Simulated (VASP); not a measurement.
# TiO2 (Rutile) (P4_2/mnm) in VASP: settings compared, part 2 of 2

VASP 6.6.1.

## 4. Single point, PBE

This run uses another cell than the first one, of 10.65 Å³/atom, 1.031 times its volume.

File INCAR:

```
ALGO = Normal
EDIFF = 1E-7
ENCUT = 520
GGA = PE
ISIF = 2
ISMEAR = -1
LASPH = True
LCHARG = False
LREAL = False
LWAVE = False
NBANDS = 33
NELM = 100
PREC = Accurate
SIGMA = 0.02
```

File KPOINTS:

```
k-points
0
Gamma
  6 6 8
```

File POSCAR:

```
TiO2
1.0
    4.6432554566      0.0000000000      0.0000000000
    0.0000000000      4.6432554566      0.0000000000
    0.0000000000      0.0000000000      2.9639036751
Ti O
2 4
Direct
    0.0000000000      0.0000000000      0.0000000000
    0.5000000000      0.5000000000      0.5000000000
    0.3051281668      0.3051281668      0.0000000000
    0.1948718332      0.8051281668      0.5000000000
    0.6948718332      0.6948718332      0.0000000000
    0.8051281668      0.1948718332      0.5000000000
```

Potentials or basis: VASP PAW PBE potentials, release 64 (Ti_sv, O).

Run with:

```sh
> cat potpaw_PBE.64/Ti_sv/POTCAR potpaw_PBE.64/O/POTCAR > POTCAR
> mpirun -np 1 vasp_std > vasp.out
```

OUTCAR:

```text
EDIFF = 1E-7
   ENCUT = 520
   GGA = PE
   ISIF = 2
   ISMEAR = -1
   LASPH = True
   LREAL = False
   NELM = 100
   PREC = Accurate

 ion  position               nearest neighbor table
   1  0.000  0.000  0.000-   4 1.96   6 1.96   4 1.96   6 1.96   5 2.00   3 2.00
   2  0.500  0.500  0.500-   3 1.96   5 1.96   3 1.96   5 1.96   4 2.00   6 2.00
   3  0.305  0.305  0.000-   2 1.96   2 1.96   1 2.00
   4  0.195  0.805  0.500-   1 1.96   1 1.96   2 2.00
   5  0.695  0.695  0.000-   2 1.96   2 1.96   1 2.00
   6  0.805  0.195  0.500-   1 1.96   1 1.96   2 2.00

  LATTYP: Found a simple tetragonal cell.
 ALAT       =     4.6432554566
 C/A-ratio  =     0.6383244908

  Lattice vectors:

 A1 = (   4.6432554566,   0.0000000000,   0.0000000000)
 A2 = (   0.0000000000,   4.6432554566,   0.0000000000)
 A3 = (   0.0000000000,   0.0000000000,   2.9639036751)

Analysis of symmetry for initial positions (statically):
=====================================================================
 Subroutine PRICEL returns:
 Original cell was already a primitive cell.

 Routine SETGRP: Setting up the symmetry group for a
 simple tetragonal supercell.

 Subroutine GETGRP returns: Found 16 space group operations
 (whereof  8 operations were pure point group operations)
 out of a pool of 16 trial point group operations.

The static configuration has the point symmetry D_2h.
 The point group associated with its full space group is D_4h.

Analysis of symmetry for dynamics (positions and initial velocities):
=====================================================================
 Subroutine PRICEL returns:
 Original cell was already a primitive cell.

 Routine SETGRP: Setting up the symmetry group for a
 simple tetragonal supercell.

 Subroutine GETGRP returns: Found 16 space group operations
 (whereof  8 operations were pure point group operations)
 out of a pool of 16 trial point group operations.

The dynamic configuration has the point symmetry D_2h.
 The point group associated with its full space group is D_4h.

 Subroutine INISYM returns: Found 16 space group operations
 (whereof  8 operations are pure point group operations),
 and found     1 'primitive' translations

----------------------------------------------------------------------------------------

                                     Primitive cell

  volume of cell :      63.9012

  direct lattice vectors                    reciprocal lattice vectors
     4.643255457  0.000000000  0.000000000     0.215366139  0.000000000  0.000000000
     0.000000000  4.643255457  0.000000000     0.000000000  0.215366139  0.000000000
     0.000000000  0.000000000  2.963903675     0.000000000  0.000000000  0.337392881

  length of vectors
     4.643255457  4.643255457  2.963903675     0.215366139  0.215366139  0.337392881

  position of ions in fractional coordinates (direct lattice)
     0.000000000  0.000000000  0.000000000
     0.500000000  0.500000000  0.500000000
     0.305128167  0.305128167  0.000000000
     0.194871833  0.805128167  0.500000000
     0.694871833  0.694871833  0.000000000
     0.805128167  0.194871833  0.500000000

  ion indices of the primitive-cell ions
[... 25 lines left out ...]

  Shift w.r.t. Gamma in fractional coordinates (k-lattice)
     0.000000000  0.000000000  0.000000000

 Subroutine IBZKPT returns following result:
 ===========================================

 Found     50 irreducible k-points:

 Following reciprocal coordinates:
            Coordinates               Weight
  0.000000  0.000000  0.000000      1.000000
  0.166667  0.000000  0.000000      4.000000
  0.333333  0.000000  0.000000      4.000000
  0.500000  0.000000  0.000000      2.000000
  0.166667  0.166667  0.000000      4.000000
  0.333333  0.166667  0.000000      8.000000
[... 16 lines left out ...]
  0.333333  0.000000  0.250000      8.000000
  0.500000  0.000000  0.250000      4.000000
 [... further k-points ...]
   k-points           NKPTS =     50   k-points in BZ     NKDIM =     50   number of bands    NBANDS=     33
   number of dos      NEDOS =    301   number of ions     NIONS =      6
   total plane-waves  NPLWV =  31104
   dimension x,y,z NGX =    36 NGY =   36 NGZ =   24
   dimension x,y,z NGXF=    72 NGYF=   72 NGZF=   48
   ions per type =               2   4
   NGX,Y,Z   is equivalent  to a cutoff of  12.89, 12.89, 13.46 a.u.
   NGXF,Y,Z  is equivalent  to a cutoff of  25.78, 25.78, 26.92 a.u.
 SYSTEM =  unknown system
   PREC   = accura    normal or accurate (medium, high low for compatibility)
   ISTART =      0    job   : 0-new  1-cont  2-samecut
   ICHARG =      2    charge: 1-file 2-atom 10-const
   ISPIN  =      1    spin polarized calculation?
   LNONCOLLINEAR =      F non collinear calculations
   LSORBIT =      F    spin-orbit coupling
   LASPH  =      T    aspherical Exc in radial PAW
   ENCUT  =  520.0 eV  38.22 Ry    6.18 a.u.   8.63  8.63  5.51*2*pi/ulx,y,z
   NELM   =    100;   NELMIN=  2; NELMDL= -5     # of ELM steps
   EDIFF  = 0.1E-06   stopping-criterion for ELM
   LREAL  =      F    real-space projection
   EDIFFG = 0.1E-05   stopping-criterion for IOM
   NSW    =      0    number of steps for IOM
   IBRION =     -1    ionic relax: 0-MD 1-quasi-New 2-CG
   NFREE  =      0    steps in history (QN), initial steepest desc. (CG)
   ISIF   =      2    stress and relaxation
   ISYM   =      2    0-nonsym 1-usesym 2-fastsym
   POTIM  = 0.5000    time-step for ionic-motion
   TEBEG  =    0.0;   TEEND  =   0.0 temperature during run
   PSTRESS=    0.0 pullay stress
   NELECT =      48.0000    total number of electrons
   NUPDOWN=      -1.0000    fix difference up-down
   EMIN   =  10.00;   EMAX   =-10.00  energy-range for DOS
   EFERMI =   0.00;   METHOD = LEGACY
   ISMEAR =    -1;   SIGMA  =   0.02  broadening in eV -4-tet -1-fermi 0-gaus
   EFERMI_NEDOS =   21; number of points for ismear=-14 and -15
   IALGO  =     38    algorithm
   IMIX   =      4    mixing-type and parameters
     AMIX     =   0.40;   BMIX     =  1.00
     AMIX_MAG =   1.60;   BMIX_MAG =  1.00
  volume/ion in A,a.u.               =      10.65        71.87
  Fermi-wavevector in a.u.,A,eV,Ry     =   1.488169  2.812231 30.132089  2.214646
  Thomas-Fermi vector in A             =   2.601237
   LORBIT       =      0    0 simple, 1 ext, 2 COOP (PROOUT), +10 PAW based schemes
   GGA     = PE    functional components
   LHFCALC =     F    Hartree Fock is set to
   AEXX    =    0.0000 exact exchange contribution
   IVDW    =     0    specifies the selected vdW correction
   LEPSILON=     F    determine dielectric tensor
   LRPA    =     F    only Hartree local field effects (RPA)
 non-spin polarized calculation
  energy-cutoff  :      520.00
  volume of cell :       63.90
 maximum number of plane-waves:      1741
 NGX is ok and might be reduce to    36
   NGX = 17   NGY = 17   NGZ = 11

 number of electron      48.0000021 magnetization

 Free energy of the ion-electron system (eV)
  ---------------------------------------------------
  ext. energy  EPLUGINS =         0.00000000
  ---------------------------------------------------
  free energy    TOTEN  =       -53.67612158 eV

  energy without entropy =      -53.67612158  energy(sigma->0) =      -53.67612158

 E-fermi :   5.1216     XC(G=0): -11.2846

 val. band max:        4.5771988831   @ k =   0.0000   0.0000   0.0000
 cond. band min:       6.4119349373   @ k =   0.0000   0.0000   0.0000
 fundamental gap:      1.8347360542
 Fermi energy:         5.1215923245

 k-point     1 :       0.0000    0.0000    0.0000
  band No.  band energies     occupation
      1     -52.3824      2.00000
      2     -52.3676      2.00000
      3     -28.6692      2.00000
      4     -28.6692      2.00000
      5     -28.5193      2.00000
      6     -28.5193      2.00000
[... 853 lines left out ...]
     32       9.5678      0.00000
     33      11.0333      0.00000

 [... further k-points ...]
[... 5 lines left out ...]
  --------------------------------------------------------------------------------------
  -------------------------------------------------------------------------------------
  Total        0.2251824      0.2251824      0.3518318      0.0000000      0.0000000      0.0000000
  in kB        5.6459347      5.6459347      8.8213785      0.0000000      0.0000000      0.0000000
  external PRESSURE =       6.7044160 kB  Pullay stress =       0.0000000 kB

 VOLUME and BASIS-vectors are now :
 -----------------------------------------------------------------------------
  energy-cutoff  :      520.00
  volume of cell :       63.90
      direct lattice vectors                 reciprocal lattice vectors
     4.643255457  0.000000000  0.000000000     0.215366139  0.000000000  0.000000000
     0.000000000  4.643255457  0.000000000     0.000000000  0.215366139  0.000000000
     0.000000000  0.000000000  2.963903675     0.000000000  0.000000000  0.337392881

 POSITION                                       TOTAL-FORCE (eV/Angst)
 -----------------------------------------------------------------------------------
      0.00000      0.00000      0.00000         0.000000      0.000000      0.000000
      2.32163      2.32163      1.48195         0.000000      0.000000      0.000000
      1.41679      1.41679      0.00000        -0.020208     -0.020208      0.000000
      0.90484      3.73842      1.48195         0.020208     -0.020208      0.000000
      3.22647      3.22647      0.00000         0.020208      0.020208     -0.000000
      3.73842      0.90484      1.48195        -0.020208      0.020208      0.000000
 -----------------------------------------------------------------------------------
    total drift:                               -0.000000      0.000000     -0.000000

  FREE ENERGIE OF THE ION-ELECTRON SYSTEM (eV)
  ---------------------------------------------------
  free  energy   TOTEN  =       -53.6761215782 eV

  energy  without entropy=      -53.6761215782  energy(sigma->0) =      -53.67612158
```

OSZICAR:

```text
N       E                     dE             d eps       ncg     rms          rms(c)
DAV:   1     0.651914408597E+03    0.65191E+03   -0.24104E+04  3300   0.171E+03
DAV:   2     0.282999202897E+02   -0.62361E+03   -0.57910E+03  3576   0.514E+02
DAV:   3    -0.664329735289E+02   -0.94733E+02   -0.92186E+02  4542   0.189E+02
[... 11 lines left out ...]
DAV:  15    -0.536761201753E+02    0.50016E-04   -0.15727E-04  4390   0.113E-01    0.300E-03
DAV:  16    -0.536761223869E+02   -0.22116E-05   -0.12168E-05  4105   0.284E-02    0.915E-03
DAV:  17    -0.536761217136E+02    0.67328E-06   -0.13881E-06  4311   0.135E-02    0.266E-03
DAV:  18    -0.536761215923E+02    0.12126E-06   -0.53888E-07  4066   0.695E-03    0.103E-03
DAV:  19    -0.536761215782E+02    0.14134E-07   -0.57822E-08  2000   0.253E-03
   1 F= -.53676122E+02 E0= -.53676122E+02  d E =-.678073E-14
```

Wall time 44 s (1 thread of Intel Xeon 6975P-C (Granite Rapids), shared host); peak memory 0.22 GiB.

What came out:

| Quantity | Value |
| --- | --- |
| Free energy | -53.6761 eV |
| Pressure | 0.7 GPa |
| Largest force | 0.029 eV/Å |
| Band gap on the k mesh | 1.83 eV, direct |

Forces in eV/Å, atoms in the order of the input:
```
Ti   0.000  0.000  0.000
Ti   0.000  0.000  0.000
O   -0.020 -0.020  0.000
O    0.020 -0.020  0.000
O    0.020  0.020  0.000
O   -0.020  0.020  0.000
```

Stress tensor (GPa, compression positive):
```
0.56 0.00 0.00
0.00 0.56 0.00
0.00 0.00 0.88
```

## 5. Summary

```tsv
level	cell	gap on the mesh (eV)	pressure (GPa)	largest force (eV/Å)
PBEsol	a = 4.591, b = 4.591, c = 2.939 Å, 6 atoms	1.84	0.7	0.03
PBE	a = 4.597, b = 4.597, c = 2.954 Å, 6 atoms	1.86	5.9	0.08
PBE	a = 4.643, b = 4.643, c = 2.964 Å, 6 atoms	1.83	0.7	0.03
```

Alike in all rows: task single point; potentials or basis VASP PAW PBE potentials, release 64 (Ti_sv, O); no spin polarisation; k mesh 6 × 6 × 8; cutoff (eV) 520; smearing fermi-dirac 0.02 eV.

Caveats: the PAW data sets were made with another functional, which shifts forces and pressure a little (some runs).

Absolute energies hang on the potentials; compare differences alone.

## 6. Comparison with measurements

Step 2. A measured gap of TiO2 is 3.03 eV (direct; 1.6 K; quoted in “Shallow Valence Band of Rutile GeO2 and P-type Doping”, 2020, arxiv:2011.08928); the calculated 1.84 eV misses it by -1.19 eV. 2 values of this kind are on record in papers (3.03 to 3.05 eV); this one was drawn at random among those near their median. The value is that of PBEsol on a finite k mesh, which can miss the band edges, without temperature or zero-point motion. Semilocal functionals fall short of measured gaps as a rule.

Step 4. Against the measured gap of TiO2, 3.03 eV (direct; 1.6 K; quoted in “Shallow Valence Band of Rutile GeO2 and P-type Doping”, 2020, arxiv:2011.08928), the calculated 1.83 eV is off by -1.20 eV. 2 values of this kind are on record in papers (3.03 to 3.05 eV); this one was drawn at random among those near their median. The value is that of PBE on a finite k mesh, which can miss the band edges, without temperature or zero-point motion. Semilocal functionals fall short of measured gaps as a rule.
